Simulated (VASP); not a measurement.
Ca: single point with PBEsol

Ca:

```
Ca
1.0
     1.97783   -3.40677    0.00000
     1.97783    3.40677    0.00000
     0.00000    0.00000    6.53074
Ca
2
Cartesian
  1.9778 -2.2865 1.6327
  1.9778 2.2865 4.8981
```

```yaml
Program: VASP 6.6.1
Task: single point
Functional: PBEsol
Potentials_or_basis: VASP PAW PBE potentials, release 64 (Ca_sv)
Cutoff: 520 eV
k_mesh: 9 × 9 × 5
Occupations: gaussian, width 0.15 eV
Spin: no spin polarisation
```

```yaml
Pressure: -1.2 GPa
Largest_force: 0.016 eV/Å
Band_gap_on_the_k_mesh: zero (band 10 reaches 1.95 eV, above the bottom of band 11 at 1.49 eV)
```

Forces in eV/Å, atoms in the order of the input:
```
Ca   0.000  0.016  0.000
Ca   0.000 -0.016  0.000
```

Stress tensor (GPa, compression positive):
```
-1.26  0.00  0.00
 0.00 -1.05  0.00
 0.00  0.00 -1.30
```

Levels at points of the mesh, in eV from the Fermi level:
| k point | band 6 | band 7 | band 8 | band 9 | band 10 | band 11 | band 12 | band 13 | band 14 | band 15 |
| --- | --- | --- | --- | --- | --- | --- | --- | --- | --- | --- |
| (0.00, 0.00, 0.00) | -22.97 | -22.97 | -22.96 | -4.00 | -1.08 | -0.28 | 2.16 | 2.21 | 2.25 | 2.48 |

It took 86 s on 1 thread of Intel(R) Xeon(R) Platinum 8259CL CPU @ 2.50GHz (Skylake/Cascade Lake) (shared host), peak memory 0.25 GiB.

Caveat: the PAW data sets were made with another functional, which shifts forces and pressure a little.
